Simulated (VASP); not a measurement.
# Zr (P6_3/mmc) in VASP: further runs

Runs on Zr. Level: PBEsol. Tasks: single point, relaxation of cell and atoms.

Everything below comes from runs of VASP 6.6.1. Logs are shortened: lines on timing, memory, paths and dates and some standing lists are left out, and cuts for length are marked.

### 1 The cell of the first run

It takes space group P6_3/mmc (No. 194, hexagonal). The conventional cell has a = 3.185 Å, b = 3.185 Å, c = 5.116 Å, α = 90.00°, β = 90.00°, γ = 120.00°. Zr (site symmetry -6m2) has 12 Zr at 3.15 to 3.19 Å within 4.1 Å.

### 2 Single point, PBEsol

Input file INCAR:

```
  ALGO = Normal
  EDIFF = 1E-7
  ENCUT = 520
  GGA = PS
  ISIF = 2
  ISMEAR = 0
  LASPH = T
  LCHARG = T
  LELF = T
  LREAL = F
  LVHAR = T
  LWAVE = F
  NBANDS = 19
  NELM = 80
  PREC = Accurate
  SIGMA = 0.02
```

Input file KPOINTS:

```
k-points
0
Gamma
  15 15 9
```

Input file POSCAR:

```
Zr
1.0
    3.1850099982      0.0000000000      0.0000000000
   -1.5925049991      2.7582995698      0.0000000000
    0.0000000000      0.0000000000      5.1160371633
Zr
2
Direct
    0.3333333333      0.6666666667      0.2500000000
    0.6666666667      0.3333333333      0.7500000000
```

Potentials or basis: VASP PAW PBE potentials, release 64 (Zr_sv).

On the command line:

```sh
$ cat potpaw_PBE.64/Zr_sv/POTCAR > POTCAR
$ mpirun -np 1 vasp_std > vasp.out
```

OUTCAR:

```text
EDIFF = 1E-7
   ENCUT = 520
   GGA = PS
   ISIF = 2
   ISMEAR = 0
   LASPH = T
   LREAL = F
   NELM = 80
   PREC = Accurate

 ion  position               nearest neighbor table
   1  0.333  0.667  0.250-   2 3.15   2 3.15   2 3.15   2 3.15   2 3.15   2 3.15
   2  0.667  0.333  0.750-   1 3.15   1 3.15   1 3.15   1 3.15   1 3.15   1 3.15

  LATTYP: Found a hexagonal cell.
 ALAT       =     3.1850099982
 C/A-ratio  =     1.6062860607

  Lattice vectors:

 A1 = (   3.1850099982,   0.0000000000,   0.0000000000)
 A2 = (  -1.5925049991,   2.7582995698,   0.0000000000)
 A3 = (   0.0000000000,   0.0000000000,   5.1160371633)

Analysis of symmetry for initial positions (statically):
=====================================================================
 Subroutine PRICEL returns:
 Original cell was already a primitive cell.

 Routine SETGRP: Setting up the symmetry group for a
 hexagonal supercell.

 Subroutine GETGRP returns: Found 24 space group operations
 (whereof 12 operations were pure point group operations)
 out of a pool of 24 trial point group operations.

The static configuration has the point symmetry D_3d.
 The point group associated with its full space group is D_6h.

Analysis of symmetry for dynamics (positions and initial velocities):
=====================================================================
 Subroutine PRICEL returns:
 Original cell was already a primitive cell.

 Routine SETGRP: Setting up the symmetry group for a
 hexagonal supercell.

 Subroutine GETGRP returns: Found 24 space group operations
 (whereof 12 operations were pure point group operations)
 out of a pool of 24 trial point group operations.

The dynamic configuration has the point symmetry D_3d.
 The point group associated with its full space group is D_6h.

 Subroutine INISYM returns: Found 24 space group operations
 (whereof 12 operations are pure point group operations),
 and found     1 'primitive' translations

----------------------------------------------------------------------------------------

                                     Primitive cell

  volume of cell :      44.9455

  direct lattice vectors                    reciprocal lattice vectors
     3.185009998  0.000000000  0.000000000     0.313970757  0.181271101  0.000000000
    -1.592504999  2.758299570  0.000000000     0.000000000  0.362542202  0.000000000
     0.000000000  0.000000000  5.116037163     0.000000000  0.000000000  0.195463787

  length of vectors
     3.185009998  3.185009998  5.116037163     0.362542202  0.362542202  0.195463787

  position of ions in fractional coordinates (direct lattice)
     0.333333333  0.666666667  0.250000000
     0.666666667  0.333333333  0.750000000

  ion indices of the primitive-cell ions
   primitive index   ion index
                 1           1
                 2           2

----------------------------------------------------------------------------------------

 KPOINTS: k-points

Automatic generation of k-mesh.
 Grid dimensions read from file:
 generate k-points for:   15   15    9

 Generating k-lattice:

  Cartesian coordinates                     Fractional coordinates (reciprocal lattice)
     0.020931384  0.012084740  0.000000000     0.066666667  0.000000000  0.000000000
     0.000000000  0.024169480  0.000000000     0.000000000  0.066666667  0.000000000
     0.000000000  0.000000000  0.021718199     0.000000000  0.000000000  0.111111111

  Length of vectors
     0.024169480  0.024169480  0.021718199

  Shift w.r.t. Gamma in fractional coordinates (k-lattice)
     0.000000000  0.000000000  0.000000000

 Subroutine IBZKPT returns following result:
 ===========================================

 Found    135 irreducible k-points:

 Following reciprocal coordinates:
            Coordinates               Weight
  0.000000  0.000000  0.000000      1.000000
  0.066667 -0.000000  0.000000      6.000000
  0.133333 -0.000000  0.000000      6.000000
  0.200000 -0.000000  0.000000      6.000000
  0.266667 -0.000000  0.000000      6.000000
  0.333333 -0.000000  0.000000      6.000000
[... 16 lines left out ...]
  0.333333  0.200000  0.000000     12.000000
  0.400000  0.200000  0.000000      6.000000
 [... further k-points ...]
   k-points           NKPTS =    135   k-points in BZ     NKDIM =    135   number of bands    NBANDS=     19
   number of dos      NEDOS =    301   number of ions     NIONS =      2
   total plane-waves  NPLWV =  23040
   dimension x,y,z NGX =    24 NGY =   24 NGZ =   40
   dimension x,y,z NGXF=    48 NGYF=   48 NGZF=   80
   ions per type =               2
   NGX,Y,Z   is equivalent  to a cutoff of  12.53, 12.53, 13.00 a.u.
   NGXF,Y,Z  is equivalent  to a cutoff of  25.05, 25.05, 26.00 a.u.
 SYSTEM =  unknown system
   PREC   = accura    normal or accurate (medium, high low for compatibility)
   ISTART =      0    job   : 0-new  1-cont  2-samecut
   ICHARG =      2    charge: 1-file 2-atom 10-const
   ISPIN  =      1    spin polarized calculation?
   LNONCOLLINEAR =      F non collinear calculations
   LSORBIT =      F    spin-orbit coupling
   LASPH  =      T    aspherical Exc in radial PAW
   ENCUT  =  520.0 eV  38.22 Ry    6.18 a.u.   5.92  5.92  9.51*2*pi/ulx,y,z
   NELM   =     80;   NELMIN=  2; NELMDL= -5     # of ELM steps
   EDIFF  = 0.1E-06   stopping-criterion for ELM
   LREAL  =      F    real-space projection
   EDIFFG = 0.1E-05   stopping-criterion for IOM
   NSW    =      0    number of steps for IOM
   IBRION =     -1    ionic relax: 0-MD 1-quasi-New 2-CG
   NFREE  =      0    steps in history (QN), initial steepest desc. (CG)
   ISIF   =      2    stress and relaxation
   ISYM   =      2    0-nonsym 1-usesym 2-fastsym
   POTIM  = 0.5000    time-step for ionic-motion
   TEBEG  =    0.0;   TEEND  =   0.0 temperature during run
   PSTRESS=    0.0 pullay stress
   NELECT =      24.0000    total number of electrons
   NUPDOWN=      -1.0000    fix difference up-down
   EMIN   =  10.00;   EMAX   =-10.00  energy-range for DOS
   EFERMI =   0.00;   METHOD = LEGACY
   ISMEAR =     0;   SIGMA  =   0.02  broadening in eV -4-tet -1-fermi 0-gaus
   EFERMI_NEDOS =   21; number of points for ismear=-14 and -15
   IALGO  =     38    algorithm
   IMIX   =      4    mixing-type and parameters
     AMIX     =   0.40;   BMIX     =  1.00
     AMIX_MAG =   1.60;   BMIX_MAG =  1.00
  volume/ion in A,a.u.               =      22.47       151.65
  Fermi-wavevector in a.u.,A,eV,Ry     =   1.328159  2.509856 24.000749  1.764005
  Thomas-Fermi vector in A             =   2.457417
   LORBIT       =      0    0 simple, 1 ext, 2 COOP (PROOUT), +10 PAW based schemes
   GGA     = PS    functional components
   LHFCALC =     F    Hartree Fock is set to
   AEXX    =    0.0000 exact exchange contribution
   IVDW    =     0    specifies the selected vdW correction
   LEPSILON=     F    determine dielectric tensor
   LRPA    =     F    only Hartree local field effects (RPA)
 non-spin polarized calculation
 Gauss-broadening in eV      SIGMA  =   0.02
  energy-cutoff  :      520.00
  volume of cell :       44.95
 maximum number of plane-waves:      1228
 NGX is ok and might be reduce to    24
   NGX = 11   NGY = 11   NGZ = 19

 number of electron      24.0000000 magnetization

 Free energy of the ion-electron system (eV)
  ---------------------------------------------------
  ext. energy  EPLUGINS =         0.00000000
  ---------------------------------------------------
  free energy    TOTEN  =       -18.16465401 eV

  energy without entropy =      -18.16437557  energy(sigma->0) =      -18.16451479

 E-fermi :   9.2915     XC(G=0): -11.3652

 val. band max:        9.2855480265   @ k =   0.2000   0.1333   0.4444
 cond. band min:       9.2970678902   @ k =   0.1333  -0.0000   0.0000
 fundamental gap:      0.0115198636
 Fermi energy:         9.2915250501

 k-point     1 :       0.0000    0.0000    0.0000
  band No.  band energies     occupation
      1     -39.4069      2.00000
      2     -39.2319      2.00000
      3     -18.0179      2.00000
      4     -17.0361      2.00000
      5     -17.0361      2.00000
      6     -16.8982      2.00000
[... 11 lines left out ...]
     18      11.5187      0.00000
     19      13.8852      0.00000

 k-point     2 :       0.0667   -0.0000    0.0000
  band No.  band energies     occupation
      1     -39.4009      2.00000
      2     -39.2292      2.00000
      3     -18.0026      2.00000
      4     -17.0715      2.00000
      5     -17.0475      2.00000
      6     -16.9207      2.00000
[... 11 lines left out ...]
     18      11.4009      0.00000
     19      13.9727      0.00000

 k-point     3 :       0.1333   -0.0000    0.0000
  band No.  band energies     occupation
      1     -39.3837      2.00000
      2     -39.2218      2.00000
      3     -17.9578      2.00000
      4     -17.1713      2.00000
      5     -17.0790      2.00000
      6     -17.0224      2.00000
[... 11 lines left out ...]
     18      11.3020      0.00000
     19      14.1730      0.00000

 k-point     4 :       0.2000   -0.0000    0.0000
  band No.  band energies     occupation
      1     -39.3576      2.00000
      2     -39.2116      2.00000
      3     -17.8876      2.00000
      4     -17.3181      2.00000
      5     -17.1672      2.00000
      6     -17.1236      2.00000
[... 11 lines left out ...]
     18      11.8439      0.00000
     19      14.3869      0.00000

 k-point     5 :       0.2667   -0.0000    0.0000
  band No.  band energies     occupation
      1     -39.3262      2.00000
      2     -39.2010      2.00000
      3     -17.7985      2.00000
      4     -17.4857      2.00000
      5     -17.3268      2.00000
      6     -17.1729      2.00000
[... 11 lines left out ...]
     18      12.5487      0.00000
     19      14.5590      0.00000
[... 334 lines left out ...]
      2     -39.1912      2.00000
      3     -17.6742      2.00000
      4     -17.5603      2.00000
      5     -17.5359      2.00000
      6     -17.2358      2.00000
[... 11 lines left out ...]
     18      14.1348      0.00000
     19      14.3478      0.00000

 k-point    22 :       0.2667    0.2000    0.0000
  band No.  band energies     occupation
      1     -39.2588      2.00000
      2     -39.1884      2.00000
      3     -17.6638      2.00000
      4     -17.5807      2.00000
      5     -17.5737      2.00000
      6     -17.3153      2.00000
[... 11 lines left out ...]
     18      14.3110      0.00000
     19      15.0604      0.00000

 k-point    23 :       0.3333    0.2000    0.0000
  band No.  band energies     occupation
      1     -39.2370      2.00000
      2     -39.1898      2.00000
      3     -17.7339      2.00000
      4     -17.5798      2.00000
      5     -17.4958      2.00000
      6     -17.3904      2.00000
[... 11 lines left out ...]
     18      14.2844      0.00000
     19      15.7898      0.00000

 k-point    24 :       0.4000    0.2000    0.0000
  band No.  band energies     occupation
      1     -39.2276      2.00000
      2     -39.1920      2.00000
      3     -17.7583      2.00000
      4     -17.5747      2.00000
      5     -17.4545      2.00000
      6     -17.4247      2.00000
[... 11 lines left out ...]
     18      14.2744      0.00000
     19      15.9904      0.00000

 [... further k-points ...]

------------------------ aborting loop because EDIFF is reached ----------------------------------------

  FORCE on cell =-STRESS in cart. coord.  units (eV):
  Direction    XX          YY          ZZ          XY          YZ          ZX
  --------------------------------------------------------------------------------------
  -------------------------------------------------------------------------------------
  Total        0.0180833      0.0180833      0.0222237      0.0000000     -0.0000000      0.0000000
  in kB        0.6446174      0.6446174      0.7922117      0.0000000     -0.0000000      0.0000000
  external PRESSURE =       0.6938155 kB  Pullay stress =       0.0000000 kB

 VOLUME and BASIS-vectors are now :
 -----------------------------------------------------------------------------
  energy-cutoff  :      520.00
  volume of cell :       44.95
      direct lattice vectors                 reciprocal lattice vectors
     3.185009998  0.000000000  0.000000000     0.313970757  0.181271101  0.000000000
    -1.592504999  2.758299570  0.000000000     0.000000000  0.362542202  0.000000000
     0.000000000  0.000000000  5.116037163     0.000000000  0.000000000  0.195463787

 POSITION                                       TOTAL-FORCE (eV/Angst)
 -----------------------------------------------------------------------------------
     -0.00000      1.83887      1.27901        -0.000000      0.000000      0.000000
      1.59250      0.91943      3.83703         0.000000      0.000000      0.000000
 -----------------------------------------------------------------------------------
    total drift:                               -0.000000      0.000000     -0.000000

  FREE ENERGIE OF THE ION-ELECTRON SYSTEM (eV)
  ---------------------------------------------------
  free  energy   TOTEN  =       -18.1646540107 eV

  energy  without entropy=      -18.1643755735  energy(sigma->0) =      -18.16451479
```

Run time: 46 s. Hardware: 1 thread of AMD EPYC 9R45 (Zen 5), shared host; peak memory 0.19 GiB.

Results:

| Quantity | Value |
| --- | --- |
| Free energy | -18.1647 eV |
| Pressure | 0.1 GPa |
| Band gap on the k mesh | zero (band 12 reaches 10.24 eV, above the bottom of band 13 at 9.03 eV) |

Levels at points of the mesh, in eV from the Fermi level:
```tsv
k point	band 10	band 11	band 12	band 13	band 14	band 15
(0.00, 0.00, 0.00)	-3.17	0.85	0.85	0.92	1.22	1.56
```

Caveat: the PAW data sets were made with another functional, which shifts forces and pressure a little.

### 3 Relaxation of cell and atoms, PBEsol

This run uses another cell than the first one, of 23.28 Å³/atom, 1.036 times its volume.

Input file INCAR:

```
PREC = Accurate
ENCUT = 600
EDIFF = 1E-6
ISMEAR = 0
SIGMA = 0.02
LREAL = F
LASPH = T
NELM = 100
ALGO = Normal
ISIF = 3
LWAVE = F
LCHARG = F
GGA = PS
IBRION = 2
NSW = 80
EDIFFG = -0.02
```

Input file KPOINTS:

```
regular mesh
0
Gamma
  15 15 9
```

Input file POSCAR:

```
Zr
1.0
    3.2320000000      0.0000000000      0.0000000000
   -1.6160000000      2.7989940000      0.0000000000
    0.0000000000      0.0000000000      5.1470000000
Zr
2
Direct
    0.3333333333      0.6666666667      0.2500000000
    0.6666666667      0.3333333333      0.7500000000
```

Potentials or basis: VASP PAW PBE potentials, release 64 (Zr_sv).

On the command line:

```sh
$ cat potpaw_PBE.64/Zr_sv/POTCAR > POTCAR
$ mpirun -np 1 vasp_std > vasp.out
```

Run time: 3.4 min. Hardware: 1 thread of AMD EPYC 9R45 (Zen 5), shared host; peak memory 0.23 GiB.

The run converged. Its results:

```yaml
Free_energy: -18.1657 eV
Relaxed_volume: 22.48 Å³/atom
Relaxed_cell: a = 3.186 Å, b = 3.186 Å, c = 5.116 Å, α = 90.00°, β = 90.00°, γ = 120.00°
Space_group_after_relaxing_to_0.05_Å: P6_3/mmc (No. 194)
Energy_gained_by_relaxing: 8.2 meV/atom
Ionic_steps: 6
Pressure_after_relaxing: 0.1 GPa
Band_gap_on_the_k_mesh: zero (band 12 reaches 10.24 eV, above the bottom of band 13 at 9.03 eV)
```

The path:
| step | energy change (eV) | largest force (eV/Å) | pressure (GPa) | volume (Å³) |
| --- | --- | --- | --- | --- |
| 1 | 0.0000 | 0.0000 | -3.18 | 46.56 |
| 2 | 0.0002 | 0.0000 | 3.61 | 43.52 |
| 3 | -0.0160 | 0.0000 | 0.00 | 45.01 |
| 4 | -0.0160 | 0.0000 | 0.06 | 44.98 |
| 5 | -0.0164 | 0.0000 | 0.07 | 44.96 |
| 6 | -0.0165 | 0.0000 | 0.06 | 44.96 |

Final structure:
```
CELL_PARAMETERS angstrom
3.18550 0.00000 0.00000
-1.59275 2.75872 0.00000
0.00000 0.00000 5.11571
ATOMIC_POSITIONS crystal
Zr 0.33333 0.66667 0.25000
Zr 0.66667 0.33333 0.75000
```

Levels at points of the mesh, in eV from the Fermi level:
```tsv
k point	band 9	band 10	band 11	band 12	band 13	band 14	band 15	band 16
(0.00, 0.00, 0.00)	-5.76	-3.17	0.85	0.85	0.92	1.23	1.56	1.56
```

Caveat: the PAW data sets were made with another functional, which shifts forces and pressure a little.
